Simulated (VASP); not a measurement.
Set up this calculation in VASP 6.6.1, as the native input.

- Task: single point
- Functional: PBE
- Potentials or basis: VASP PAW PBE potentials, release 64 (Cu, O)
- Cutoff: 520 eV
- k mesh: 16 × 16 × 10
- Occupations: gaussian, width 0.15 eV
- Spin: no spin polarisation
- Dipole correction: no
- Further INCAR settings: ALGO = Normal; EDIFF = 1e-07; NBANDS = 25

The structure of CuO lies in POSCAR:

```
CuO
1.0
    2.0814198224     -2.0824189793      0.1629652982
    2.0814198224      2.0824189793      0.1629652982
   -0.4035322497      0.0000000000      5.1352739038
Cu O
2 2
Direct
    0.0000000000      0.5000000000      0.0000000000
    0.5000000000      0.0000000000      0.5000000000
    0.3920354288      0.6079645712      0.2500000000
    0.4999171503      0.5000828497      0.7500000000
```

This cell differs from its parent crystal: atom 3 (O) moved by (+0.450, +0.000) A along y and z.

The input as run:

INCAR

```
  ALGO = Normal
  EDIFF = 1E-7
  ENCUT = 520
  GGA = PE
  ISIF = 2
  ISMEAR = 0
  LASPH = T
  LCHARG = F
  LREAL = F
  LWAVE = F
  NBANDS = 25
  NELM = 100
  PREC = Accurate
  SIGMA = 0.15
```

KPOINTS

```
k-points
0
Gamma
  16 16 10
```

Potentials or basis: VASP PAW PBE potentials, release 64 (Cu, O).

Launch:

```sh
$ cat potpaw_PBE.64/Cu/POTCAR potpaw_PBE.64/O/POTCAR > POTCAR
$ mpirun -np 1 vasp_std > vasp.out
```

Results of the run:

The pressure is 6.4 GPa. The largest force is 2.674 eV/Å. The band gap on the k mesh is zero (bands 17 and 18 overlap by 0.67 eV).

Caveat: the cell differs from its parent crystal (atom 3 (O) moved by (+0.450, +0.000) A along y and z); the stress differs along the axes, from 1 to 12 GPa; semilocal functionals often make such compounds metallic where correlation or magnetic order opens a gap, which also shifts bond lengths; forces of over 1 eV/Å act on the atoms, so gaps and moduli don't describe the material at rest.

Wall time 12 min on 1 thread of Intel(R) Xeon(R) Platinum 8375C CPU @ 2.90GHz (Ice Lake), on a shared host, peak memory 0.68 GiB.
